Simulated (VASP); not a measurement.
# Tb3YPb (P4mm) in VASP: a series of runs

Runs on Tb3YPb. Level: PBE. Tasks: single point.

Program: VASP 6.6.1. These are calculated values, not measurements. Logs are shortened: lines on timing, memory, paths and dates and some standing lists are left out, and cuts for length are marked.

**1. The cell of the first run**

Symmetry: P4mm, No. 99, tetragonal system. The conventional cell has a = 4.895 Å, b = 4.895 Å, c = 7.090 Å, α = 90.00°, β = 90.00°, γ = 90.00°. Within 3.8 Å of Tb (site symmetry 4mm) lie 1 Pb at 2.90 Å and 4 Tb at 3.26 Å and 4 Y at 3.58 Å. Within 4.2 Å of Tb (site symmetry 2mm) lie 2 Pb at 3.18 Å and 6 Tb at 3.26 to 3.46 Å and 2 Y at 3.92 Å. Within 4.9 Å of Y (site symmetry 4mm) lie 12 Tb at 3.58 to 4.72 Å and 4 Pb at 4.00 Å and 4 Y at 4.89 Å. Within 3.8 Å of Pb (site symmetry 4mm) lie 5 Tb at 2.90 to 3.18 Å.

The cell was generated, and may not be a known phase.

**2. Single point, PBE**

The input, INCAR:

```
PREC = Accurate ; ENCUT = 500
EDIFF = 1E-6 ; ISMEAR = 0
SIGMA = 0.1 ; LREAL = False
LASPH = True ; NELM = 200
ALGO = Normal ; ISIF = 2
LWAVE = False ; LCHARG = True
GGA = PE ; LELF = True
LVHAR = True ; NBANDS = 34
GGA_COMPAT = False ; LMAXMIX = 6
```

The input, KPOINTS:

```
Automatic mesh
0
Gamma
  6 6 6
```

The input, POSCAR:

```
Tb3YPb
1.0
    4.8947792845      0.0000000000      0.0000000000
    0.0000000000      4.8947792845      0.0000000000
    0.0000000000      0.0000000000      7.0901636425
Tb Y Pb
3 1 1
Direct
    0.5000000000      0.5000000000      0.1538065845
    0.0000000000      0.5000000000      0.4581579758
    0.5000000000      0.0000000000      0.4581579758
    0.0000000000      0.0000000000      0.0271265121
    0.5000000000      0.5000000000      0.7446509817
```

Potentials or basis: VASP PAW PBE potentials, release 64 (Tb_3, Y_sv, Pb_d), 4f in core.

Launch:

```bash
> cat potpaw_PBE.64/Tb_3/POTCAR potpaw_PBE.64/Y_sv/POTCAR potpaw_PBE.64/Pb_d/POTCAR > POTCAR
> mpirun -np 1 vasp_std > vasp.out
```

OUTCAR:

```text
PREC = Accurate
   ENCUT = 500
   EDIFF = 1E-6
   ISMEAR = 0
   LREAL = False
   LASPH = True
   NELM = 200
   ISIF = 2
   GGA = PE

 ion  position               nearest neighbor table
   1  0.500  0.500  0.154-   5 2.90   3 3.26   2 3.26   3 3.26   2 3.26   4 3.58   4 3.58   4 3.58
                             4 3.58
   2  0.000  0.500  0.458-   5 3.18   5 3.18   1 3.26   1 3.26   3 3.46   3 3.46   3 3.46   3 3.46
                             4 3.92   4 3.92
   3  0.500  0.000  0.458-   5 3.18   5 3.18   1 3.26   1 3.26   2 3.46   2 3.46   2 3.46   2 3.46
                             4 3.92   4 3.92
   4  0.000  0.000  0.027-   1 3.58   1 3.58   1 3.58   1 3.58   2 3.92   3 3.92   3 3.92   2 3.92
                             5 4.00   5 4.00   5 4.00   5 4.00
   5  0.500  0.500  0.745-   1 2.90   2 3.18   3 3.18   3 3.18   2 3.18   4 4.00   4 4.00   4 4.00
                             4 4.00

  LATTYP: Found a simple tetragonal cell.
 ALAT       =     4.8947792845
 C/A-ratio  =     1.4485154959

  Lattice vectors:

 A1 = (   4.8947792845,   0.0000000000,   0.0000000000)
 A2 = (   0.0000000000,   4.8947792845,   0.0000000000)
 A3 = (   0.0000000000,   0.0000000000,   7.0901636425)

Analysis of symmetry for initial positions (statically):
=====================================================================
 Subroutine PRICEL returns:
 Original cell was already a primitive cell.

 Routine SETGRP: Setting up the symmetry group for a
 simple tetragonal supercell.

 Subroutine GETGRP returns: Found  8 space group operations
 (whereof  8 operations were pure point group operations)
 out of a pool of 16 trial point group operations.

The static configuration has the point symmetry C_4v.

Analysis of symmetry for dynamics (positions and initial velocities):
=====================================================================
 Subroutine PRICEL returns:
 Original cell was already a primitive cell.

 Routine SETGRP: Setting up the symmetry group for a
 simple tetragonal supercell.

 Subroutine GETGRP returns: Found  8 space group operations
 (whereof  8 operations were pure point group operations)
 out of a pool of 16 trial point group operations.

The dynamic configuration has the point symmetry C_4v.

 Subroutine INISYM returns: Found  8 space group operations
 (whereof  8 operations are pure point group operations),
 and found     1 'primitive' translations

----------------------------------------------------------------------------------------

                                     Primitive cell

  volume of cell :     169.8723

  direct lattice vectors                    reciprocal lattice vectors
     4.894779285  0.000000000  0.000000000     0.204299304  0.000000000  0.000000000
     0.000000000  4.894779285  0.000000000     0.000000000  0.204299304  0.000000000
     0.000000000  0.000000000  7.090163643     0.000000000  0.000000000  0.141040468

  length of vectors
     4.894779285  4.894779285  7.090163643     0.204299304  0.204299304  0.141040468

  position of ions in fractional coordinates (direct lattice)
     0.500000000  0.500000000  0.153806585
     0.000000000  0.500000000  0.458157976
     0.500000000  0.000000000  0.458157976
     0.000000000  0.000000000  0.027126512
     0.500000000  0.500000000  0.744650982

  ion indices of the primitive-cell ions
   primitive index   ion index
                 1           1
                 2           2
                 3           3
                 4           4
                 5           5

----------------------------------------------------------------------------------------

 KPOINTS: Automatic mesh

Automatic generation of k-mesh.
 Grid dimensions read from file:
 generate k-points for:    6    6    6

 Generating k-lattice:

  Cartesian coordinates                     Fractional coordinates (reciprocal lattice)
     0.034049884  0.000000000  0.000000000     0.166666667  0.000000000  0.000000000
     0.000000000  0.034049884  0.000000000     0.000000000  0.166666667  0.000000000
     0.000000000  0.000000000  0.023506745     0.000000000  0.000000000  0.166666667

  Length of vectors
     0.034049884  0.034049884  0.023506745

  Shift w.r.t. Gamma in fractional coordinates (k-lattice)
     0.000000000  0.000000000  0.000000000

 Subroutine IBZKPT returns following result:
 ===========================================

 Found     40 irreducible k-points:

 Following reciprocal coordinates:
            Coordinates               Weight
  0.000000  0.000000  0.000000      1.000000
  0.166667  0.000000  0.000000      4.000000
  0.333333  0.000000  0.000000      4.000000
  0.500000  0.000000  0.000000      2.000000
  0.166667  0.166667  0.000000      4.000000
  0.333333  0.166667  0.000000      8.000000
[... 16 lines left out ...]
  0.333333  0.000000  0.333333      8.000000
  0.500000  0.000000  0.333333      4.000000
 [... further k-points ...]
   k-points           NKPTS =     40   k-points in BZ     NKDIM =     40   number of bands    NBANDS=     34
   number of dos      NEDOS =    301   number of ions     NIONS =      5
   total plane-waves  NPLWV =  69984
   dimension x,y,z NGX =    36 NGY =   36 NGZ =   54
   dimension x,y,z NGXF=    72 NGYF=   72 NGZF=  108
   ions per type =               3   1   1
   NGX,Y,Z   is equivalent  to a cutoff of  12.23, 12.23, 12.66 a.u.
   NGXF,Y,Z  is equivalent  to a cutoff of  24.45, 24.45, 25.32 a.u.
 SYSTEM =  unknown system
   PREC   = accura    normal or accurate (medium, high low for compatibility)
   ISTART =      0    job   : 0-new  1-cont  2-samecut
   ICHARG =      2    charge: 1-file 2-atom 10-const
   ISPIN  =      1    spin polarized calculation?
   LNONCOLLINEAR =      F non collinear calculations
   LSORBIT =      F    spin-orbit coupling
   LASPH  =      T    aspherical Exc in radial PAW
   ENCUT  =  500.0 eV  36.75 Ry    6.06 a.u.   8.92  8.92 12.93*2*pi/ulx,y,z
   NELM   =    200;   NELMIN=  2; NELMDL= -5     # of ELM steps
   EDIFF  = 0.1E-05   stopping-criterion for ELM
   LREAL  =      F    real-space projection
   EDIFFG = 0.1E-04   stopping-criterion for IOM
   NSW    =      0    number of steps for IOM
   IBRION =     -1    ionic relax: 0-MD 1-quasi-New 2-CG
   NFREE  =      0    steps in history (QN), initial steepest desc. (CG)
   ISIF   =      2    stress and relaxation
   ISYM   =      2    0-nonsym 1-usesym 2-fastsym
   POTIM  = 0.5000    time-step for ionic-motion
   TEBEG  =    0.0;   TEEND  =   0.0 temperature during run
   PSTRESS=    0.0 pullay stress
   NELECT =      52.0000    total number of electrons
   NUPDOWN=      -1.0000    fix difference up-down
   EMIN   =  10.00;   EMAX   =-10.00  energy-range for DOS
   EFERMI =   0.00;   METHOD = LEGACY
   ISMEAR =     0;   SIGMA  =   0.10  broadening in eV -4-tet -1-fermi 0-gaus
   EFERMI_NEDOS =   21; number of points for ismear=-14 and -15
   IALGO  =     38    algorithm
   IMIX   =      4    mixing-type and parameters
     AMIX     =   0.40;   BMIX     =  1.00
     AMIX_MAG =   1.60;   BMIX_MAG =  1.00
  volume/ion in A,a.u.               =      33.97       229.27
  Fermi-wavevector in a.u.,A,eV,Ry     =   1.103321  2.084974 16.562599  1.217317
  Thomas-Fermi vector in A             =   2.239777
   LORBIT       =      0    0 simple, 1 ext, 2 COOP (PROOUT), +10 PAW based schemes
   GGA     = PE    functional components
   LHFCALC =     F    Hartree Fock is set to
   AEXX    =    0.0000 exact exchange contribution
   IVDW    =     0    specifies the selected vdW correction
   LEPSILON=     F    determine dielectric tensor
   LRPA    =     F    only Hartree local field effects (RPA)
 non-spin polarized calculation
 Gauss-broadening in eV      SIGMA  =   0.10
  energy-cutoff  :      500.00
  volume of cell :      169.87
 maximum number of plane-waves:      4384
 NGX is ok and might be reduce to    36
   NGX = 17   NGY = 17   NGZ = 25

 number of electron      52.0000005 magnetization

 Free energy of the ion-electron system (eV)
  ---------------------------------------------------
  ext. energy  EPLUGINS =         0.00000000
  ---------------------------------------------------
  free energy    TOTEN  =       -23.14485261 eV

  energy without entropy =      -23.11863550  energy(sigma->0) =      -23.13174405

 E-fermi :   3.5295     XC(G=0):  -9.4416

 val. band max:        3.5215376597   @ k =   0.5000   0.1667   0.1667
 cond. band min:       3.5376225458   @ k =   0.3333   0.1667   0.0000
 fundamental gap:      0.0160848861
 Fermi energy:         3.5294983208

 k-point     1 :       0.0000    0.0000    0.0000
  band No.  band energies     occupation
      1     -39.9857      2.00000
      2     -19.9242      2.00000
      3     -19.9242      2.00000
      4     -19.9077      2.00000
      5     -19.4688      2.00000
      6     -19.4688      2.00000
[... 26 lines left out ...]
     33       5.6182      0.00000
     34       5.7599      0.00000

 k-point     2 :       0.1667    0.0000    0.0000
  band No.  band energies     occupation
      1     -39.9856      2.00000
      2     -19.9244      2.00000
      3     -19.9196      2.00000
      4     -19.9066      2.00000
      5     -19.4738      2.00000
      6     -19.4437      2.00000
[... 26 lines left out ...]
     33       5.6449      0.00000
     34       5.9014      0.00000

 k-point     3 :       0.3333    0.0000    0.0000
  band No.  band energies     occupation
      1     -39.9856      2.00000
      2     -19.9225      2.00000
      3     -19.9103      2.00000
      4     -19.9072      2.00000
      5     -19.4665      2.00000
      6     -19.3788      2.00000
[... 26 lines left out ...]
     33       5.7052      0.00000
     34       5.7386      0.00000
[... 704 lines left out ...]
 k-point    23 :       0.3333    0.0000    0.3333
  band No.  band energies     occupation
      1     -39.9856      2.00000
      2     -19.9225      2.00000
      3     -19.9102      2.00000
      4     -19.9064      2.00000
      5     -19.4723      2.00000
      6     -19.3805      2.00000
[... 26 lines left out ...]
     33       5.5681      0.00000
     34       5.9187      0.00000

 k-point    24 :       0.5000    0.0000    0.3333
  band No.  band energies     occupation
      1     -39.9855      2.00000
      2     -19.9206      2.00000
      3     -19.9087      2.00000
      4     -19.9056      2.00000
      5     -19.4654      2.00000
      6     -19.3305      2.00000
[... 26 lines left out ...]
     33       5.3219      0.00000
     34       5.8864      0.00000

 [... further k-points ...]

------------------------ aborting loop because EDIFF is reached ----------------------------------------

  FORCE on cell =-STRESS in cart. coord.  units (eV):
  Direction    XX          YY          ZZ          XY          YZ          ZX
  --------------------------------------------------------------------------------------
  -------------------------------------------------------------------------------------
  Total        0.1632483      0.1632483      0.1290892      0.0000000      0.0000000      0.0000000
  in kB        1.5397020      1.5397020      1.2175250      0.0000000      0.0000000      0.0000000
  external PRESSURE =       1.4323096 kB  Pullay stress =       0.0000000 kB

 VOLUME and BASIS-vectors are now :
 -----------------------------------------------------------------------------
  energy-cutoff  :      500.00
  volume of cell :      169.87
      direct lattice vectors                 reciprocal lattice vectors
     4.894779285  0.000000000  0.000000000     0.204299304  0.000000000  0.000000000
     0.000000000  4.894779285  0.000000000     0.000000000  0.204299304  0.000000000
     0.000000000  0.000000000  7.090163643     0.000000000  0.000000000  0.141040468

 POSITION                                       TOTAL-FORCE (eV/Angst)
 -----------------------------------------------------------------------------------
      2.44739      2.44739      1.09051         0.000000      0.000000     -0.018070
      0.00000      2.44739      3.24842         0.000000     -0.000000      0.009635
      2.44739      0.00000      3.24842         0.000000     -0.000000      0.009635
      0.00000      0.00000      0.19233         0.000000     -0.000000     -0.011729
      2.44739      2.44739      5.27970         0.000000      0.000000      0.010529
 -----------------------------------------------------------------------------------
    total drift:                                0.000000      0.000000     -0.000685

  FREE ENERGIE OF THE ION-ELECTRON SYSTEM (eV)
  ---------------------------------------------------
  free  energy   TOTEN  =       -23.1448526073 eV

  energy  without entropy=      -23.1186354959  energy(sigma->0) =      -23.13174405
```

Run time: 3.5 min. Hardware: 1 thread of Intel Xeon Platinum 8488C (Sapphire Rapids), shared host; peak memory 0.41 GiB.

Results:

- Free energy: -23.1449 eV
- Pressure: 0.1 GPa
- Largest force: 0.018 eV/Å
- Band gap on the k mesh: zero (bands 26 and 27 overlap by 0.22 eV)

Forces on the atoms (eV/Å):
```
Tb   0.000  0.000 -0.018
Tb   0.000  0.000  0.010
Tb   0.000  0.000  0.010
Y    0.000  0.000 -0.012
Pb   0.000  0.000  0.011
```

Caveat: spin-orbit coupling is left out, which moves the levels of the heavy elements; the 4f electrons are frozen in the core, so they carry no moment and show no levels.

**3. Single point, PBE (31.00 Å³/atom)**

This run uses another cell than the first one, of 31.00 Å³/atom.

The input, INCAR:

```
SYSTEM = Tb3YPb
PREC = Accurate
ENCUT = 500
EDIFF = 1E-6
ISMEAR = 0
SIGMA = 0.1
LREAL = .FALSE.
LASPH = .TRUE.
NELM = 200
ALGO = Normal
ISIF = 2
LWAVE = .FALSE.
LCHARG = .TRUE.
GGA = PE
LELF = .TRUE.
LVHAR = .TRUE.
NBANDS = 34
GGA_COMPAT = .FALSE.
LMAXMIX = 6
```

The input, KPOINTS:

```
regular mesh
0
G
  8 8 4
  0 0 0
```

The input, POSCAR:

```
Tb3YPb
1.0
    4.3933130240      0.0000000000      0.0000000000
    0.0000000000      4.3933130240      0.0000000000
    0.0000000000      0.0000000000      8.0298674548
Tb Y Pb
3 1 1
Direct
    0.0000000000      0.5000000000      0.6698509809
    0.0000000000      0.0000000000      0.3326145850
    0.5000000000      0.0000000000      0.6698509809
    0.5000000000      0.5000000000      0.1014830451
    0.0000000000      0.0000000000      0.9624793682
```

Potentials or basis: VASP PAW PBE potentials, release 64 (Tb_3, Y_sv, Pb_d), 4f in core.

Launch:

```bash
> cat potpaw_PBE.64/Tb_3/POTCAR potpaw_PBE.64/Y_sv/POTCAR potpaw_PBE.64/Pb_d/POTCAR > POTCAR
> mpirun -np 1 vasp_std > vasp.out
```

Run time: 3.2 min. Hardware: 1 thread of Intel Xeon Platinum 8488C (Sapphire Rapids), shared host; peak memory 0.41 GiB.

It converged, with:

- Free energy: -23.4249 eV
- Pressure: 2.3 GPa
- Largest force: 0.024 eV/Å
- Band gap on the k mesh: zero (bands 26 and 27 overlap by 0.57 eV)

Forces on the atoms (eV/Å):
```
Tb   0.000  0.000  0.005
Tb   0.000  0.000 -0.024
Tb   0.000  0.000  0.005
Y    0.000  0.000 -0.006
Pb   0.000  0.000  0.020
```

Levels at points of the mesh, in eV from the Fermi level:
```tsv
k point	band 24	band 25	band 26	band 27	band 28	band 29
(0.00, 0.00, 0.00)	-0.79	-0.73	-0.62	-0.46	1.44	1.44
(0.50, 0.00, 0.00)	-0.88	-0.20	-0.18	0.69	0.82	1.36
(0.50, 0.50, 0.00)	-0.54	-0.51	-0.51	0.39	0.39	0.73
(0.00, 0.00, 0.50)	-0.53	-0.53	-0.46	-0.31	0.94	0.94
(0.50, 0.00, 0.50)	-0.68	-0.34	0.09	0.84	0.93	0.99
(0.50, 0.50, 0.50)	-0.37	-0.18	-0.18	0.23	0.23	0.50
```

Caveat: spin-orbit coupling is left out, which moves the levels of the heavy elements; the 4f electrons are frozen in the core, so they carry no moment and show no levels. Spin polarisation is off, so any magnetic state and its effect on volume and gap are missing.

**4. Single point, PBE (31.99 Å³/atom)**

This run uses another cell than the first one, of 31.99 Å³/atom.

The input, INCAR:

```
SYSTEM = Tb3YPb
PREC = Accurate ; ENCUT = 500
EDIFF = 1E-6 ; ISMEAR = 0
SIGMA = 0.1 ; LREAL = .False.
LASPH = .True. ; NELM = 200
ALGO = Normal ; ISIF = 2
LWAVE = .False. ; LCHARG = .False.
GGA = PE ; NBANDS = 34
GGA_COMPAT = .False. ; LMAXMIX = 6
```

The input, KPOINTS:

```
regular mesh
0
Gamma
  8 8 4
  0 0 0
```

The input, POSCAR:

```
Tb3YPb
1.0
    4.4357015108      0.0000000000      0.0000000000
    0.0000000000      4.4357015108      0.0000000000
    0.0000000000      0.0000000000      8.1285283670
Tb Y Pb
3 1 1
Direct
    0.0000000000      0.5000000000      0.6733443226
    0.0000000000      0.0000000000      0.3330880770
    0.5000000000      0.0000000000      0.6733443226
    0.5000000000      0.5000000000      0.0920319828
    0.0000000000      0.0000000000      0.9644702551
```

Launch:

```bash
> cat potpaw_PBE.64/Tb_3/POTCAR potpaw_PBE.64/Y_sv/POTCAR potpaw_PBE.64/Pb_d/POTCAR > POTCAR
> mpirun -np 1 vasp_std > vasp.out
```

It took 2.8 min on 1 thread of Intel Xeon Platinum 8488C (Sapphire Rapids), shared host; peak memory 0.41 GiB.

Results (log left out):

```
Free energy            : -23.4792 eV
Pressure               : 1.1 GPa
Largest force          : 0.023 eV/Å
Band gap on the k mesh : zero (bands 26 and 27 overlap by 0.55 eV)
```

Forces in eV/Å, atoms in the order of the input:
```
Tb   0.000  0.000  0.004
Tb   0.000  0.000 -0.023
Tb   0.000  0.000  0.004
Y    0.000  0.000 -0.006
Pb   0.000  0.000  0.021
```

Levels at points of the mesh, in eV from the Fermi level:
| k point | band 23 | band 24 | band 25 | band 26 | band 27 | band 28 | band 29 | band 30 |
| --- | --- | --- | --- | --- | --- | --- | --- | --- |
| (0.00, 0.00, 0.00) | -0.78 | -0.78 | -0.65 | -0.56 | -0.42 | 1.38 | 1.38 | 1.61 |
| (0.50, 0.00, 0.00) | -1.13 | -0.91 | -0.19 | -0.14 | 0.72 | 0.79 | 1.23 | 1.48 |
| (0.50, 0.50, 0.00) | -1.10 | -0.59 | -0.53 | -0.53 | 0.34 | 0.34 | 0.63 | 1.04 |
| (0.00, 0.00, 0.50) | -0.54 | -0.54 | -0.47 | -0.42 | -0.30 | 0.92 | 0.92 | 1.03 |
| (0.50, 0.00, 0.50) | -0.75 | -0.74 | -0.33 | 0.01 | 0.87 | 0.89 | 1.01 | 1.79 |
| (0.50, 0.50, 0.50) | -1.54 | -0.42 | -0.20 | -0.20 | 0.18 | 0.18 | 0.45 | 1.19 |

Caveat: spin-orbit coupling is left out, which moves the levels of the heavy elements; the 4f electrons are frozen in the core, so they carry no moment and show no levels. Spin polarisation is off, so any magnetic state and its effect on volume and gap are missing.

**5. The runs side by side**

| cell | k mesh | gap on the mesh (eV) | pressure (GPa) | largest force (eV/Å) |
| --- | --- | --- | --- | --- |
| a = 4.895, b = 4.895, c = 7.090 Å, 5 atoms, atomic positions A | 6 × 6 × 6 | none | 0.1 | 0.02 |
| a = 4.393, b = 4.393, c = 8.030 Å, 5 atoms, atomic positions B | 8 × 8 × 4 | none | 2.3 | 0.02 |
| a = 4.436, b = 4.436, c = 8.129 Å, 5 atoms, atomic positions C | 8 × 8 × 4 | none | 1.1 | 0.02 |

Alike in all rows: task single point; level PBE; potentials or basis VASP PAW PBE potentials, release 64 (Tb_3, Y_sv, Pb_d), 4f in core; no spin polarisation; cutoff (eV) 500; smearing gaussian 0.1 eV.

Caveats: spin-orbit coupling is left out, which moves the levels of the heavy elements; the 4f electrons are frozen in the core, so they carry no moment and show no levels.

Total energies depend on the potentials used, so only differences within one code and one set of settings carry meaning.

The gap in the log of VASP goes by the Fermi energy; the results here count the filled bands.